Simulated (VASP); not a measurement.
# Cr (P-1) in VASP: further runs

Aim: see how the results for Cr move with the level of theory and the settings. Levels: PBE, PBEsol, r2SCAN. Tasks: single point.

All numbers are computed with VASP 6.6.1; they aren't measurements. Logs are shortened: lines on timing, memory, paths and dates and some standing lists are left out, and cuts for length are marked.

**1. The cell of the first run**

The typed cell holds 1 atom: a = 2.574 Å, b = 2.592 Å, c = 2.571 Å, α = 60.85°, β = 61.69°, γ = 61.03°.

**2. Single point, PBE, collinear spin, ferromagnetic start (the cell strained at random)**

INCAR

```
SYSTEM = Cr
PREC = Accurate ; ENCUT = 520
EDIFF = 1E-6 ; ISMEAR = -1
SIGMA = 0.05 ; LREAL = .False.
LASPH = .True. ; NELM = 150
ALGO = Fast ; ISIF = 2
LWAVE = .False. ; LCHARG = .False.
ISPIN = 2 ; MAGMOM = 3
LORBIT = 11 ; LMAXMIX = 4
GGA = PE ; NBANDS = 16
```

KPOINTS

```
regular mesh
0
Gamma
  12 12 12
  0 0 0
```

POSCAR

```
Cr
1.0
   -0.0346090000      1.8077130000      1.8325960000
    1.8347910000     -0.0327350000      1.8306780000
    1.8325710000      1.8031460000     -0.0312320000
Cr
1
Direct
   -0.0076040000      0.0170800000      0.0043320000
```

Potentials or basis: VASP PAW PBE potentials, release 64 (Cr_pv).

Launch:

```bash
> cat potpaw_PBE.64/Cr_pv/POTCAR > POTCAR
> mpirun -np 1 vasp_std > vasp.out
```

OUTCAR:

```text
SYSTEM = Cr
   PREC = Accurate
   ENCUT = 520
   EDIFF = 1E-6
   ISMEAR = -1
   LREAL = .False.
   LASPH = .True.
   NELM = 150
   ISIF = 2
   ISPIN = 2
   LORBIT = 11
   GGA = PE

 ion  position               nearest neighbor table
   1  0.992  0.017  0.004-

  LATTYP: Found a triclinic cell.
 ALAT       =     4.5252543112
 B/A-ratio  =     0.5778236164
 C/A-ratio  =     0.8181434868
 COS(alpha) =     0.0015471975
 COS(beta)  =     0.4180618286
 COS(gamma) =     0.8634255963

  Lattice vectors:

 A1 = (  -1.8716200000,   3.6763290000,  -1.8599920000)
 A2 = (  -0.0022200000,   1.8358810000,  -1.8619100000)
 A3 = (  -3.7019710000,   0.0373020000,   0.0331500000)

Analysis of symmetry for initial positions (statically):
=====================================================================
 Subroutine PRICEL returns:
 Original cell was already a primitive cell.

 Routine SETGRP: Setting up the symmetry group for a
 triclinic supercell.

 Subroutine GETGRP returns: Found  2 space group operations
 (whereof  1 operations were pure point group operations)
 out of a pool of  2 trial point group operations.

The static configuration has the point symmetry C_1 .
 The point group associated with its full space group is S_2 .

Analysis of symmetry for dynamics (positions and initial velocities):
=====================================================================
 Subroutine PRICEL returns:
 Original cell was already a primitive cell.

 Routine SETGRP: Setting up the symmetry group for a
 triclinic supercell.

 Subroutine GETGRP returns: Found  2 space group operations
 (whereof  1 operations were pure point group operations)
 out of a pool of  2 trial point group operations.

The dynamic configuration has the point symmetry C_1 .
 The point group associated with its full space group is S_2 .

Analysis of structural, dynamic, and magnetic symmetry:
=====================================================================
 Subroutine PRICEL returns:
 Original cell was already a primitive cell.

 Routine SETGRP: Setting up the symmetry group for a
 triclinic supercell.

 Subroutine GETGRP returns: Found  2 space group operations
 (whereof  1 operations were pure point group operations)
 out of a pool of  2 trial point group operations.

The overall configuration has the point symmetry C_1 .
 The point group associated with its full space group is S_2 .

 Subroutine INISYM returns: Found  2 space group operations
 (whereof  1 operations are pure point group operations),
 and found     1 'primitive' translations

----------------------------------------------------------------------------------------

                                     Primitive cell

  volume of cell :      12.4553

  direct lattice vectors                    reciprocal lattice vectors
    -0.034609000  1.807713000  1.832596000    -0.264944273  0.273952035  0.270438159
     1.834791000 -0.032735000  1.830678000     0.269836918 -0.269546659  0.270982686
     1.832571000  1.803146000 -0.031232000     0.270514045  0.275046910 -0.266203600

  length of vectors
     2.574379959  2.592086328  2.571114040     0.467313581  0.467866412  0.468714207

  position of ions in fractional coordinates (direct lattice)
     0.992396000  0.017080000  0.004332000

  ion indices of the primitive-cell ions
   primitive index   ion index
                 1           1

----------------------------------------------------------------------------------------

 KPOINTS: regular mesh

Automatic generation of k-mesh.
 Grid dimensions read from file:
 generate k-points for:   12   12   12

 Generating k-lattice:

  Cartesian coordinates                     Fractional coordinates (reciprocal lattice)
    -0.022078689  0.022829336  0.022536513     0.083333333  0.000000000  0.000000000
     0.022486410 -0.022462222  0.022581890     0.000000000  0.083333333  0.000000000
     0.022542837  0.022920576 -0.022183633     0.000000000 -0.000000000  0.083333333

  Length of vectors
     0.038942798  0.038988868  0.039059517

  Shift w.r.t. Gamma in fractional coordinates (k-lattice)
     0.000000000  0.000000000  0.000000000

 Subroutine IBZKPT returns following result:
 ===========================================

 Found    868 irreducible k-points:

 Following reciprocal coordinates:
            Coordinates               Weight
  0.000000  0.000000  0.000000      1.000000
  0.083333  0.000000 -0.000000      2.000000
  0.166667  0.000000 -0.000000      2.000000
  0.250000  0.000000 -0.000000      2.000000
  0.333333  0.000000 -0.000000      2.000000
  0.416667  0.000000 -0.000000      2.000000
[... 16 lines left out ...]
  0.250000  0.166667 -0.000000      2.000000
  0.333333  0.166667  0.000000      2.000000
 [... further k-points ...]
   k-points           NKPTS =    868   k-points in BZ     NKDIM =    868   number of bands    NBANDS=     16
   number of dos      NEDOS =    301   number of ions     NIONS =      1
   total plane-waves  NPLWV =   8000
   dimension x,y,z NGX =    20 NGY =   20 NGZ =   20
   dimension x,y,z NGXF=    40 NGYF=   40 NGZF=   40
   ions per type =               1
   NGX,Y,Z   is equivalent  to a cutoff of  12.92, 12.83, 12.93 a.u.
   NGXF,Y,Z  is equivalent  to a cutoff of  25.83, 25.65, 25.86 a.u.
 SYSTEM =  Cr
   PREC   = accura    normal or accurate (medium, high low for compatibility)
   ISTART =      0    job   : 0-new  1-cont  2-samecut
   ICHARG =      2    charge: 1-file 2-atom 10-const
   ISPIN  =      2    spin polarized calculation?
   LNONCOLLINEAR =      F non collinear calculations
   LSORBIT =      F    spin-orbit coupling
   LASPH  =      T    aspherical Exc in radial PAW
   ENCUT  =  520.0 eV  38.22 Ry    6.18 a.u.   4.79  4.82  4.78*2*pi/ulx,y,z
   NELM   =    150;   NELMIN=  2; NELMDL= -5     # of ELM steps
   EDIFF  = 0.1E-05   stopping-criterion for ELM
   LREAL  =      F    real-space projection
   EDIFFG = 0.1E-04   stopping-criterion for IOM
   NSW    =      0    number of steps for IOM
   IBRION =     -1    ionic relax: 0-MD 1-quasi-New 2-CG
   NFREE  =      0    steps in history (QN), initial steepest desc. (CG)
   ISIF   =      2    stress and relaxation
   ISYM   =      2    0-nonsym 1-usesym 2-fastsym
   POTIM  = 0.5000    time-step for ionic-motion
   TEBEG  =    0.0;   TEEND  =   0.0 temperature during run
   PSTRESS=    0.0 pullay stress
   NELECT =      12.0000    total number of electrons
   NUPDOWN=      -1.0000    fix difference up-down
   EMIN   =  10.00;   EMAX   =-10.00  energy-range for DOS
   EFERMI =   0.00;   METHOD = LEGACY
   ISMEAR =    -1;   SIGMA  =   0.05  broadening in eV -4-tet -1-fermi 0-gaus
   EFERMI_NEDOS =   21; number of points for ismear=-14 and -15
   IALGO  =     68    algorithm
   IMIX   =      4    mixing-type and parameters
     AMIX     =   0.40;   BMIX     =  1.00
     AMIX_MAG =   1.60;   BMIX_MAG =  1.00
  volume/ion in A,a.u.               =      12.46        84.05
  Fermi-wavevector in a.u.,A,eV,Ry     =   1.616903  3.055504 35.570738  2.614376
  Thomas-Fermi vector in A             =   2.711414
   LORBIT       =     11    0 simple, 1 ext, 2 COOP (PROOUT), +10 PAW based schemes
   GGA     = PE    functional components
   LHFCALC =     F    Hartree Fock is set to
   AEXX    =    0.0000 exact exchange contribution
   IVDW    =     0    specifies the selected vdW correction
   LEPSILON=     F    determine dielectric tensor
   LRPA    =     F    only Hartree local field effects (RPA)
 spin polarized calculation
 RMM-DIIS sequential band-by-band and
  energy-cutoff  :      520.00
  volume of cell :       12.46
 maximum number of plane-waves:       345
   NGX =  9   NGY =  9   NGZ =  9

 number of electron      11.9999999 magnetization       0.0002944

 Free energy of the ion-electron system (eV)
  ---------------------------------------------------
  ext. energy  EPLUGINS =         0.00000000
  ---------------------------------------------------
  free energy    TOTEN  =        -9.11728900 eV

  energy without entropy =       -9.10205921  energy(sigma->0) =       -9.10967410

 E-fermi :   9.7129     XC(G=0): -13.2280

 val. band max:        9.7109392555   @ k =   0.1667  -0.0000   0.0833
 cond. band min:       9.7133788258   @ k =  -0.0833  -0.0833   0.1667
 fundamental gap:      0.0024395704
 Fermi energy:         9.7129065003

 spin component 1

 k-point     1 :       0.0000    0.0000    0.0000
  band No.  band energies     occupation
      1     -32.7732      1.00000
      2     -32.7631      1.00000
      3     -32.7296      1.00000
      4       2.3628      1.00000
      5       9.1547      0.99999
      6       9.2325      0.99993
[... 8 lines left out ...]
     15      39.2164      0.00000
     16      39.2746      0.00000

 k-point     2 :       0.0833    0.0000   -0.0000
  band No.  band energies     occupation
      1     -32.8185      1.00000
      2     -32.7687      1.00000
      3     -32.7394      1.00000
      4       2.6275      1.00000
      5       9.0733      1.00000
      6       9.3027      0.99973
[... 8 lines left out ...]
     15      38.9293      0.00000
     16      39.3575      0.00000

 k-point     3 :       0.1667    0.0000   -0.0000
  band No.  band energies     occupation
      1     -32.9490      1.00000
      2     -32.7829      1.00000
      3     -32.7592      1.00000
      4       3.3766      1.00000
      5       8.8278      1.00000
      6       9.4418      0.99561
[... 8 lines left out ...]
     15      38.3485      0.00000
     16      39.1138      0.00000

 k-point     4 :       0.2500    0.0000   -0.0000
  band No.  band energies     occupation
      1     -33.1266      1.00000
      2     -32.8025      1.00000
      3     -32.7839      1.00000
      4       4.4425      1.00000
      5       8.6271      1.00000
      6       9.4546      0.99432
[... 8 lines left out ...]
     15      38.1603      0.00000
     16      38.7492      0.00000
[... 324 lines left out ...]
 k-point    22 :       0.1667    0.1667   -0.0000
  band No.  band energies     occupation
      1     -32.9368      1.00000
      2     -32.8336      1.00000
      3     -32.8008      1.00000
      4       3.7064      1.00000
      5       8.5100      1.00000
      6       9.7877      0.18316
[... 8 lines left out ...]
     15      40.5011      0.00000
     16      40.8450      0.00000

 k-point    23 :       0.2500    0.1667   -0.0000
  band No.  band energies     occupation
      1     -33.0571      1.00000
      2     -32.8539      1.00000
      3     -32.8286      1.00000
      4       4.4977      1.00000
      5       8.1970      1.00000
      6       9.6521      0.77147
[... 8 lines left out ...]
     15      38.9822      0.00000
     16      40.9201      0.00000

 k-point    24 :       0.3333    0.1667    0.0000
  band No.  band energies     occupation
      1     -33.2052      1.00000
      2     -32.8808      1.00000
      3     -32.8530      1.00000
      4       5.4839      1.00000
      5       8.0026      1.00000
      6       9.2331      0.99993
[... 8 lines left out ...]
     15      39.2923      0.00000
     16      40.5119      0.00000

 [... further k-points ...]

 spin component 2

 k-point     1 :       0.0000    0.0000    0.0000
  band No.  band energies     occupation
      1     -32.7729      1.00000
      2     -32.7628      1.00000
      3     -32.7292      1.00000
      4       2.3628      1.00000
      5       9.1549      0.99999
      6       9.2328      0.99993
[... 8 lines left out ...]
     15      39.2192      0.00000
     16      39.2760      0.00000

 k-point     2 :       0.0833    0.0000   -0.0000
  band No.  band energies     occupation
      1     -32.8181      1.00000
      2     -32.7684      1.00000
      3     -32.7391      1.00000
      4       2.6276      1.00000
      5       9.0735      1.00000
      6       9.3029      0.99973
[... 8 lines left out ...]
     15      38.9389      0.00000
     16      39.3586      0.00000

 k-point     3 :       0.1667    0.0000   -0.0000
  band No.  band energies     occupation
      1     -32.9487      1.00000
      2     -32.7825      1.00000
      3     -32.7589      1.00000
      4       3.3767      1.00000
      5       8.8280      1.00000
      6       9.4420      0.99559
[... 8 lines left out ...]
     15      38.3492      0.00000
     16      39.1139      0.00000

 k-point     4 :       0.2500    0.0000   -0.0000
  band No.  band energies     occupation
      1     -33.1263      1.00000
      2     -32.8021      1.00000
      3     -32.7835      1.00000
      4       4.4426      1.00000
      5       8.6273      1.00000
      6       9.4548      0.99430
[... 8 lines left out ...]
     15      38.1617      0.00000
     16      38.7890      0.00000
[... 324 lines left out ...]
 k-point    22 :       0.1667    0.1667   -0.0000
  band No.  band energies     occupation
      1     -32.9364      1.00000
      2     -32.8333      1.00000
      3     -32.8004      1.00000
      4       3.7065      1.00000
      5       8.5102      1.00000
      6       9.7879      0.18250
[... 8 lines left out ...]
     15      40.5102      0.00000
     16      40.8454      0.00000

 k-point    23 :       0.2500    0.1667   -0.0000
  band No.  band energies     occupation
      1     -33.0568      1.00000
      2     -32.8535      1.00000
      3     -32.8283      1.00000
      4       4.4978      1.00000
      5       8.1972      1.00000
      6       9.6523      0.77069
[... 8 lines left out ...]
     15      38.9824      0.00000
     16      40.9225      0.00000

 k-point    24 :       0.3333    0.1667    0.0000
  band No.  band energies     occupation
      1     -33.2049      1.00000
      2     -32.8805      1.00000
      3     -32.8527      1.00000
      4       5.4840      1.00000
      5       8.0028      1.00000
      6       9.2334      0.99993
[... 8 lines left out ...]
     15      39.2924      0.00000
     16      40.5124      0.00000

 [... further k-points ...]
[... 5 lines left out ...]
  --------------------------------------------------------------------------------------
  -------------------------------------------------------------------------------------
  Total       -0.7062990     -1.0137638     -0.7354469     -0.1557980     -0.1242455     -0.1251854
  in kB      -90.8542763   -130.4047985    -94.6036967    -20.0409614    -15.9822284    -16.1031358
  external PRESSURE =    -105.2875905 kB  Pullay stress =       0.0000000 kB

 VOLUME and BASIS-vectors are now :
 -----------------------------------------------------------------------------
  energy-cutoff  :      520.00
  volume of cell :       12.46
      direct lattice vectors                 reciprocal lattice vectors
    -0.034609000  1.807713000  1.832596000    -0.264944273  0.273952035  0.270438159
     1.834791000 -0.032735000  1.830678000     0.269836918 -0.269546659  0.270982686
     1.832571000  1.803146000 -0.031232000     0.270514045  0.275046910 -0.266203600

 POSITION                                       TOTAL-FORCE (eV/Angst)
 -----------------------------------------------------------------------------------
      0.00493      1.80122      1.84979         0.000000      0.000000      0.000000
 -----------------------------------------------------------------------------------
    total drift:                                0.000002     -0.000008      0.000005

  FREE ENERGIE OF THE ION-ELECTRON SYSTEM (eV)
  ---------------------------------------------------
  free  energy   TOTEN  =        -9.1172889951 eV

  energy  without entropy=       -9.1020592135  energy(sigma->0) =       -9.10967410

 total charge

# of ion       s       p       d       tot
------------------------------------------
    1        0.425   6.347   4.145  10.918

 magnetization (x)

# of ion       s       p       d       tot
------------------------------------------
    1       -0.000   0.000   0.000   0.000
```

Run time: 4.2 min. Hardware: 1 thread of Intel Xeon 6975P-C, shared host; peak memory 0.35 GiB.

What came out:

```
Free energy                                           : -9.1173 eV
Pressure                                              : -10.5 GPa
Band gap on the k mesh                                : zero (filled and empty bands overlap)
Net moment                                            : 0.00 μB per cell
Valence electrons inside the program's atomic spheres : Cr 10.92
```

Caveat: the cell differs from its parent crystal (the cell strained at random); the starting moments collapsed, and a magnetic state may lie lower.

(Continued in part 2 of 4.)
